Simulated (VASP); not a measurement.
B: relaxation of cell and atoms with r2SCAN

The system is B.

```
B
1.0
     2.33704    0.00000    0.00000
    -1.16852    2.02394    0.00000
     0.00000    0.00000    6.36511
B
4
Direct
  0.00000 0.00000 0.25000
  0.00000 0.00000 0.75000
  0.33333 0.66667 0.75000
  0.66667 0.33333 0.25000
```

| Item | Value |
| --- | --- |
| Program | VASP 6.6.1 |
| Task | relaxation of cell and atoms |
| Functional | r2SCAN |
| Potentials or basis | VASP PAW PBE potentials, release 64 (B) |
| Cutoff | 600 eV |
| k mesh | 9 × 9 × 4 |
| Occupations | gaussian, width 0.1 eV |
| Spin | no spin polarisation |
| Dipole correction | no |
| Further INCAR settings | ALGO = Normal; EDIFF = 1e-07; IBRION = 2; EDIFFG = -0.04; NSW = 90; ISIF = 3 |

The relaxed volume is 8.00 Å³/atom, the relaxed cell is a = 2.985 Å, b = 2.985 Å, c = 4.146 Å, α = 90.00°, β = 90.00°, γ = 120.00° and the space group after relaxing (to 0.05 Å) is P6_3/mmc (No. 194). The energy gained by relaxing is 2869.8 meV/atom and the ionic steps are 16. The pressure after relaxing is -0.1 GPa. The band gap on the k mesh is zero (band 6 reaches 6.53 eV, above the bottom of band 7 at 2.80 eV).

Stress tensor (GPa, compression positive):
```
 0.06  0.00  0.00
 0.00  0.06  0.00
 0.00  0.00 -0.36
```

Step by step:
```tsv
step	energy change (eV)	largest force (eV/Å)	pressure (GPa)	volume (Å³)
1	0.0000	0.0000	181.65	30.11
2	-3.9842	0.0000	-29.57	78.97
3	-10.2378	0.0000	-8.17	49.73
4	-10.2742	0.0000	-5.38	48.74
5	-10.2845	0.0000	-2.46	47.81
6	-10.2832	0.0000	-3.76	48.21
7	-10.3585	0.0000	-4.07	46.99
8	-10.6207	0.0000	-4.40	43.30
9	-11.2667	0.0000	-4.74	35.81
10	-3.9952	0.0000	153.13	20.35
11	-11.3588	0.0000	-4.10	34.73
12	-11.4358	0.0000	3.39	30.69
13	-11.4746	0.0000	-1.30	32.49
14	-11.4788	0.0000	-0.46	32.11
15	-11.4788	0.0000	0.30	31.78
16	-11.4792	0.0000	-0.08	31.99
```

Final structure:
```
CELL_PARAMETERS angstrom
2.98488 0.00000 0.00000
-1.49244 2.58498 0.00000
0.00000 0.00000 4.14640
ATOMIC_POSITIONS crystal
B 0.00000 0.00000 0.25000
B 0.00000 0.00000 0.75000
B 0.33333 0.66667 0.75000
B 0.66667 0.33333 0.25000
```

Levels at points of the mesh, in eV from the Fermi level:
| k point | band 3 | band 4 | band 5 | band 6 | band 7 | band 8 | band 9 | band 10 |
| --- | --- | --- | --- | --- | --- | --- | --- | --- |
| (0.00, 0.00, 0.00) | -6.84 | 0.04 | 0.04 | 1.71 | 1.71 | 8.59 | 8.59 | 9.24 |
| (0.00, 0.00, 0.50) | 1.00 | 1.00 | 1.00 | 1.00 | 1.73 | 1.73 | 8.49 | 8.49 |

It took 13 min on 1 thread of Intel(R) Xeon(R) 6975P-C (Granite Rapids), with other jobs on the host, peak memory 0.16 GiB.

Caveat: the PAW data sets were made with another functional, which shifts forces and pressure a little.
